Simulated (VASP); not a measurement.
# AlN (rock salt) (Fm-3m) in VASP: further runs, part 2 of 2

VASP 6.6.1. Earlier steps stand in the parts before.

**4. Single point, r2SCAN (volume scaled by 0.95)**

POSCAR reads:

```
AlN
1.0
    0.0000000000      1.9882137154      1.9882137154
    1.9882137154      0.0000000000      1.9882137154
    1.9882137154      1.9882137154      0.0000000000
Al N
1 1
Direct
    0.0000000000      0.0000000000      0.0000000000
    0.5000000000      0.5000000000      0.5000000000
```

INCAR.step1 reads:

```
SYSTEM = AlN
PREC     = Accurate       ! precision mode
ENCUT    = 660            ! plane-wave cutoff, eV
ISMEAR   = 0              ! smearing method
SIGMA    = 0.01           ! smearing width, eV
LREAL    = .False.        ! projectors in reciprocal space
LASPH    = .True.         ! aspherical terms in the spheres
NELM     = 120            ! most SCF steps
NBANDS   = 11             ! bands
GGA      = PE             ! functional
ALGO     = Normal         ! electronic algorithm
EDIFF    = 1E-5           ! SCF threshold, eV
LWAVE    = .True.         ! write WAVECAR
LCHARG   = .False.        ! write CHGCAR
GGA_COMPAT= .False.
```

INCAR.step2 reads:

```
SYSTEM = AlN
PREC     = Accurate       ! precision mode
ENCUT    = 660            ! plane-wave cutoff, eV
EDIFF    = 1E-6           ! SCF threshold, eV
ISMEAR   = 0              ! smearing method
SIGMA    = 0.01           ! smearing width, eV
LREAL    = .False.        ! projectors in reciprocal space
LASPH    = .True.         ! aspherical terms in the spheres
NELM     = 120            ! most SCF steps
ALGO     = Normal         ! electronic algorithm
ISIF     = 2              ! what is computed and relaxed
LWAVE    = .False.        ! write WAVECAR
LCHARG   = .False.        ! write CHGCAR
METAGGA  = R2SCAN         ! meta-GGA
LMIXTAU  = .True.       
NBANDS   = 11             ! bands
ISTART   = 1            
GGA_COMPAT= .False.
```

KPOINTS reads:

```
Automatic mesh
0
Gamma
  10 10 10
  0 0 0
```

Potentials or basis: VASP PAW PBE potentials, release 64 (Al, N).

Launch:

```bash
cat potpaw_PBE.64/Al/POTCAR potpaw_PBE.64/N/POTCAR > POTCAR
cp INCAR.step1 INCAR
mpirun -np 1 vasp_std > vasp.out
cp INCAR.step2 INCAR
mpirun -np 1 vasp_std > vasp.out
```

OUTCAR:

```text
SYSTEM = AlN
   PREC = Accurate
   ENCUT = 660
   EDIFF = 1E-6
   ISMEAR = 0
   LREAL = .False.
   LASPH = .True.
   NELM = 120
   ISIF = 2
   METAGGA = R2SCAN
   ISTART = 1

 ion  position               nearest neighbor table
   1  0.000  0.000  0.000-   2 1.99   2 1.99   2 1.99   2 1.99   2 1.99   2 1.99
   2  0.500  0.500  0.500-   1 1.99   1 1.99   1 1.99   1 1.99   1 1.99   1 1.99

  LATTYP: Found a face centered cubic cell.
 ALAT       =     3.9764274308

  Lattice vectors:

 A1 = (   0.0000000000,   1.9882137154,   1.9882137154)
 A2 = (   1.9882137154,   0.0000000000,   1.9882137154)
 A3 = (   1.9882137154,   1.9882137154,   0.0000000000)

Analysis of symmetry for initial positions (statically):
=====================================================================
 Subroutine PRICEL returns:
 Original cell was already a primitive cell.

 Routine SETGRP: Setting up the symmetry group for a
 face centered cubic supercell.

 Subroutine GETGRP returns: Found 48 space group operations
 (whereof 48 operations were pure point group operations)
 out of a pool of 48 trial point group operations.

The static configuration has the point symmetry O_h .

Analysis of symmetry for dynamics (positions and initial velocities):
=====================================================================
 Subroutine PRICEL returns:
 Original cell was already a primitive cell.

 Routine SETGRP: Setting up the symmetry group for a
 face centered cubic supercell.

 Subroutine GETGRP returns: Found 48 space group operations
 (whereof 48 operations were pure point group operations)
 out of a pool of 48 trial point group operations.

The dynamic configuration has the point symmetry O_h .

 Subroutine INISYM returns: Found 48 space group operations
 (whereof 48 operations are pure point group operations),
 and found     1 'primitive' translations

----------------------------------------------------------------------------------------

                                     Primitive cell

[... 118 lines left out ...]
   IVDW    =     0    specifies the selected vdW correction
   LEPSILON=     F    determine dielectric tensor
   LRPA    =     F    only Hartree local field effects (RPA)
 non-spin polarized calculation
 Gauss-broadening in eV      SIGMA  =   0.01
  energy-cutoff  :      660.00
  volume of cell :       15.72
 maximum number of plane-waves:       620
   NGX = 11   NGY = 11   NGZ = 11

 number of electron       8.0000000 magnetization

 Free energy of the ion-electron system (eV)
  ---------------------------------------------------
  ext. energy  EPLUGINS =         0.00000000
  ---------------------------------------------------
  free energy    TOTEN  =       -18.86849100 eV

  energy without entropy =      -18.86849100  energy(sigma->0) =      -18.86849100

 E-fermi :  10.5277     XC(G=0): -13.1290

 val. band max:       10.4302254288   @ k =   0.0000   0.0000   0.0000
 cond. band min:      16.3258469601   @ k =   0.5000   0.5000   0.0000
 fundamental gap:      5.8956215314
 Fermi energy:        10.5276605864

 k-point     1 :       0.0000    0.0000    0.0000
  band No.  band energies     occupation
      1      -8.4410      2.00000
      2      10.4302      2.00000
      3      10.4302      2.00000
      4      10.4302      2.00000
      5      17.7188      0.00000
      6      23.5116      0.00000
      7      23.5116      0.00000
      8      23.5116      0.00000
      9      29.3995      0.00000
     10      29.3995      0.00000
     11      29.4413      0.00000
[... 309 lines left out ...]
 k-point    24 :       0.4000    0.3000    0.0000
  band No.  band energies     occupation
      1      -5.2446      2.00000
      2       4.1920      2.00000
      3       7.4180      2.00000
      4       7.9521      2.00000
      5      17.6037      0.00000
      6      18.4900      0.00000
      7      24.3917      0.00000
      8      27.9001      0.00000
      9      28.8508      0.00000
     10      33.9055      0.00000
     11      37.5729      0.00000

 [... further k-points ...]

------------------------ aborting loop because EDIFF is reached ----------------------------------------

  FORCE on cell =-STRESS in cart. coord.  units (eV):
  Direction    XX          YY          ZZ          XY          YZ          ZX
  --------------------------------------------------------------------------------------
  -------------------------------------------------------------------------------------
  Total        1.2896091      1.2896091      1.2896091      0.0000000      0.0000000     -0.0000000
  in kB      131.4466343    131.4466343    131.4466343      0.0000000      0.0000000     -0.0000000
  external PRESSURE =     131.4466343 kB  Pullay stress =       0.0000000 kB

 VOLUME and BASIS-vectors are now :
 -----------------------------------------------------------------------------
  energy-cutoff  :      660.00
  volume of cell :       15.72
      direct lattice vectors                 reciprocal lattice vectors
     0.000000000  1.988213715  1.988213715    -0.251482019  0.251482019  0.251482019
     1.988213715  0.000000000  1.988213715     0.251482019 -0.251482019  0.251482019
     1.988213715  1.988213715  0.000000000     0.251482019  0.251482019 -0.251482019

 POSITION                                       TOTAL-FORCE (eV/Angst)
 -----------------------------------------------------------------------------------
      0.00000      0.00000      0.00000        -0.000000     -0.000000     -0.000000
      1.98821      1.98821      1.98821         0.000000      0.000000      0.000000
 -----------------------------------------------------------------------------------
    total drift:                               -0.000000     -0.000000      0.000000

  FREE ENERGIE OF THE ION-ELECTRON SYSTEM (eV)
  ---------------------------------------------------
  free  energy   TOTEN  =       -18.8684910037 eV

  energy  without entropy=      -18.8684910037  energy(sigma->0) =      -18.86849100
```

Wall time 58 s (1 thread of Intel Xeon 8259CL, shared host); peak memory 0.14 GiB.

Results:

```
Free energy            : -18.8685 eV
Pressure               : 13.1 GPa
Band gap on the k mesh : 5.90 eV, indirect (least direct gap 7.29 eV)
```

Caveat: the PAW data sets were made with another functional, which shifts forces and pressure a little. A k mesh can miss the band edges.

**5. Single point, r2SCAN (volume scaled by 0.98)**

POSCAR reads:

```
AlN
1.0
    0.0000000000      2.0089257655      2.0089257655
    2.0089257655      0.0000000000      2.0089257655
    2.0089257655      2.0089257655      0.0000000000
Al N
1 1
Direct
    0.0000000000      0.0000000000      0.0000000000
    0.5000000000      0.5000000000      0.5000000000
```

INCAR.step1 reads:

```
  ALGO = Normal
  EDIFF = 1E-5
  ENCUT = 660
  GGA = PE
  GGA_COMPAT = False
  ISMEAR = 0
  LASPH = True
  LCHARG = False
  LREAL = False
  LWAVE = True
  NBANDS = 11
  NELM = 120
  PREC = Accurate
  SIGMA = 0.01
```

INCAR.step2 reads:

```
  ALGO = Normal
  EDIFF = 1E-6
  ENCUT = 660
  GGA_COMPAT = False
  ISIF = 2
  ISMEAR = 0
  ISTART = 1
  LASPH = True
  LCHARG = False
  LMIXTAU = True
  LREAL = False
  LWAVE = False
  METAGGA = R2SCAN
  NBANDS = 11
  NELM = 120
  PREC = Accurate
  SIGMA = 0.01
```

KPOINTS reads:

```
k-points
0
Gamma
  10 10 10
```

Launch:

```bash
cat potpaw_PBE.64/Al/POTCAR potpaw_PBE.64/N/POTCAR > POTCAR
cp INCAR.step1 INCAR
mpirun -np 1 vasp_std > vasp.out
cp INCAR.step2 INCAR
mpirun -np 1 vasp_std > vasp.out
```

It took 53 s on 1 thread of Intel Xeon 8259CL, shared host; peak memory 0.14 GiB.

It converged, with:

* Free energy: -18.8942 eV
* Pressure: 3.5 GPa
* Band gap on the k mesh: 5.68 eV, indirect (least direct gap 6.80 eV)

Levels at points of the mesh, in eV from the valence-band top:
| k point | band 2 | band 3 | band 4 | band 5 | band 6 | band 7 |
| --- | --- | --- | --- | --- | --- | --- |
| (0.00, 0.00, 0.00) | 0.00 | 0.00 | 0.00 | 6.80 | 12.98 | 12.98 |
| (0.50, 0.00, 0.00) | -8.57 | -1.19 | -1.19 | 7.04 | 12.07 | 12.07 |
| (0.50, 0.50, 0.00) | -7.68 | -2.95 | -2.95 | 5.68 | 5.95 | 15.61 |

Caveat: the PAW data sets were made with another functional, which shifts forces and pressure a little. A k mesh can miss the band edges.

**6. Single point, r2SCAN (volume scaled by 1.01)**

POSCAR reads:

```
AlN
1.0
    0.0000000000      2.0292193185      2.0292193185
    2.0292193185      0.0000000000      2.0292193185
    2.0292193185      2.0292193185      0.0000000000
Al N
1 1
Direct
    0.0000000000      0.0000000000      0.0000000000
    0.5000000000      0.5000000000      0.5000000000
```

INCAR.step1 reads:

```
SYSTEM = AlN
ALGO     = Normal         ! electronic algorithm
EDIFF    = 1E-5           ! SCF threshold, eV
ENCUT    = 660            ! plane-wave cutoff, eV
GGA      = PE             ! functional
GGA_COMPAT= .FALSE.      
ISMEAR   = 0              ! smearing method
LASPH    = .TRUE.         ! aspherical terms in the spheres
LCHARG   = .FALSE.        ! write CHGCAR
LREAL    = .FALSE.        ! projectors in reciprocal space
LWAVE    = .TRUE.         ! write WAVECAR
NBANDS   = 11             ! bands
NELM     = 120            ! most SCF steps
PREC     = Accurate       ! precision mode
SIGMA    = 0.01           ! smearing width, eV
```

INCAR.step2 reads:

```
SYSTEM = AlN
ALGO     = Normal         ! electronic algorithm
EDIFF    = 1E-6           ! SCF threshold, eV
ENCUT    = 660            ! plane-wave cutoff, eV
GGA_COMPAT= .FALSE.      
ISIF     = 2              ! what is computed and relaxed
ISMEAR   = 0              ! smearing method
ISTART   = 1            
LASPH    = .TRUE.         ! aspherical terms in the spheres
LCHARG   = .FALSE.        ! write CHGCAR
LMIXTAU  = .TRUE.       
LREAL    = .FALSE.        ! projectors in reciprocal space
LWAVE    = .FALSE.        ! write WAVECAR
METAGGA  = R2SCAN         ! meta-GGA
NBANDS   = 11             ! bands
NELM     = 120            ! most SCF steps
PREC     = Accurate       ! precision mode
SIGMA    = 0.01           ! smearing width, eV
```

KPOINTS reads:

```
k-points
0
G
  10 10 10
  0 0 0
```

Potentials or basis: VASP PAW PBE potentials, release 64 (Al, N).

Launch:

```bash
cat potpaw_PBE.64/Al/POTCAR potpaw_PBE.64/N/POTCAR > POTCAR
cp INCAR.step1 INCAR
mpirun -np 1 vasp_std > vasp.out
cp INCAR.step2 INCAR
mpirun -np 1 vasp_std > vasp.out
```

Wall time 48 s (1 thread of Intel Xeon 8259CL, shared host); peak memory 0.14 GiB.

Results (log left out):

- Free energy: -18.8920 eV
- Pressure: -4.8 GPa
- Band gap on the k mesh: 5.37 eV, indirect (least direct gap 6.35 eV)

Levels at points of the mesh, in eV from the valence-band top:
```
           k point  band 1  band 2  band 3  band 4  band 5  band 6  band 7  band 8
(0.00, 0.00, 0.00)  -18.30    0.00    0.00    0.00    6.35   12.87   12.87   12.87
(0.50, 0.00, 0.00)  -15.10   -8.37   -1.13   -1.13    6.84   11.81   11.81   14.46
(0.50, 0.50, 0.00)  -14.15   -7.47   -2.87   -2.87    5.37    6.00   15.23   18.51
```

Caveat: the PAW data sets were made with another functional, which shifts forces and pressure a little. A k mesh can miss the band edges.

**7. Single point, r2SCAN (volume scaled by 1.04)**

POSCAR reads:

```
AlN
1.0
    0.0000000000      2.0491148942      2.0491148942
    2.0491148942      0.0000000000      2.0491148942
    2.0491148942      2.0491148942      0.0000000000
Al N
1 1
Direct
    0.0000000000      0.0000000000      0.0000000000
    0.5000000000      0.5000000000      0.5000000000
```

INCAR.step1 reads:

```
SYSTEM = AlN
PREC = Accurate ; ENCUT = 660
ISMEAR = 0 ; SIGMA = 0.01
LREAL = .FALSE. ; LASPH = .TRUE.
NELM = 120 ; NBANDS = 11
GGA = PE ; ALGO = Normal
EDIFF = 1E-5 ; LWAVE = .TRUE.
LCHARG = .FALSE. ; GGA_COMPAT = .FALSE.
```

INCAR.step2 reads:

```
SYSTEM = AlN
PREC = Accurate ; ENCUT = 660
EDIFF = 1E-6 ; ISMEAR = 0
SIGMA = 0.01 ; LREAL = .FALSE.
LASPH = .TRUE. ; NELM = 120
ALGO = Normal ; ISIF = 2
LWAVE = .FALSE. ; LCHARG = .FALSE.
METAGGA = R2SCAN ; LMIXTAU = .TRUE.
NBANDS = 11 ; ISTART = 1
GGA_COMPAT = .FALSE.
```

KPOINTS reads:

```
regular mesh
0
G
  10 10 10
  0 0 0
```

Launch:

```bash
cat potpaw_PBE.64/Al/POTCAR potpaw_PBE.64/N/POTCAR > POTCAR
cp INCAR.step1 INCAR
mpirun -np 1 vasp_std > vasp.out
cp INCAR.step2 INCAR
mpirun -np 1 vasp_std > vasp.out
```

Run time: 54 s. Hardware: 1 thread of Intel Xeon 8259CL, shared host; peak memory 0.14 GiB.

Results (log left out):

```yaml
Free_energy: -18.8658 eV
Pressure: -12.0 GPa
Band_gap_on_the_k_mesh: 5.08 eV, indirect (least direct gap 5.92 eV)
```

Levels at points of the mesh, in eV from the valence-band top:
| k point | band 1 | band 2 | band 3 | band 4 | band 5 | band 6 | band 7 | band 8 |
| --- | --- | --- | --- | --- | --- | --- | --- | --- |
| (0.00, 0.00, 0.00) | -18.03 | 0.00 | 0.00 | 0.00 | 5.92 | 12.77 | 12.77 | 12.77 |
| (0.50, 0.00, 0.00) | -14.96 | -8.18 | -1.08 | -1.08 | 6.65 | 11.56 | 11.56 | 14.00 |
| (0.50, 0.50, 0.00) | -14.04 | -7.27 | -2.79 | -2.79 | 5.08 | 6.04 | 14.85 | 18.04 |

Caveat: the PAW data sets were made with another functional, which shifts forces and pressure a little. A k mesh can miss the band edges.

**8. Overview**

| cell | gap on the mesh (eV) | pressure (GPa) |
| --- | --- | --- |
| a = 2.782 Å, angles 60.0°, 2 atoms | 5.83 | 24.4 |
| a = 2.751 Å, angles 60.0°, 2 atoms | 5.77 | 37.4 |
| a = 2.812 Å, angles 60.0°, 2 atoms | 5.90 | 13.1 |
| a = 2.841 Å, angles 60.0°, 2 atoms | 5.68 | 3.5 |
| a = 2.870 Å, angles 60.0°, 2 atoms | 5.37 | -4.8 |
| a = 2.898 Å, angles 60.0°, 2 atoms | 5.08 | -12.0 |

Alike in all rows: task single point; level r2SCAN; potentials or basis VASP PAW PBE potentials, release 64 (Al, N); no spin polarisation; k mesh 10 × 10 × 10; cutoff (eV) 660; smearing gaussian 0.01 eV.

Caveats: the PAW data sets were made with another functional, which shifts forces and pressure a little.

Absolute energies hang on the potentials; compare differences alone.
